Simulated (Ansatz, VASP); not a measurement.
**One calculation of AlOsC4N4, two programs**

```
Al Os C N
1.0
     5.80814    0.00000    0.00000
     0.00000    5.80814    0.00000
     0.00000    0.00000    5.80814
Al Os C N
1 1 4 4
Direct
  0.00000 0.00000 0.00000
  0.50000 0.50000 0.50000
  0.18638 0.18638 0.18638
  0.18638 0.81362 0.81362
  0.81362 0.18638 0.81362
  0.81362 0.81362 0.18638
  0.30268 0.30268 0.30268
  0.30268 0.69732 0.69732
  0.69732 0.30268 0.69732
  0.69732 0.69732 0.30268
```

Alike in both runs: task single point; functional PBE; k mesh 4 × 4 × 4; occupations gaussian, width 0.1 eV; collinear spin.

|  | VASP | Ansatz |
| --- | --- | --- |
| version | VASP 6.6.1 | Ansatz 0.2.0 |
| potentials or method | VASP PAW PBE potentials, release 64 (Al, Os, C, N), cutoff 520 eV | scalar-relativistic, plane waves, PAW |
| valence electrons in the cell | 47 | 55 |

|  | VASP | Ansatz | Ansatz less VASP |
| --- | --- | --- | --- |
| gap on the k mesh at the Fermi level (eV) | 0.23 | 0.22 | -0.004 |
| least direct gap on the mesh (eV) | 0.63 | 0.63 | -0.003 |
| pressure (GPa) | 4.3 | 3.8 | -0.49 |
| rms of the force components (eV/Å) | 0.504 | 0.486 | -0.0183 |
| net moment per atom (μB) | 0.30 | 0.30 | 0.000 |
| size of the moment on the site where the two differ most (μB) | 1.74 | 0.99 | -0.748 |

Site moments also hang on the region over which each program counts them. Atom by atom the forces differ by 0.153 eV/Å (rms over components). VASP's potentials hold 47 valence electrons a cell and Ansatz's 55, so a difference there can come from the potentials and not from the codes.

Neither program's run includes spin-orbit coupling. Noted on VASP's run: the standard files for N, O and F lose accuracy on very short bonds.
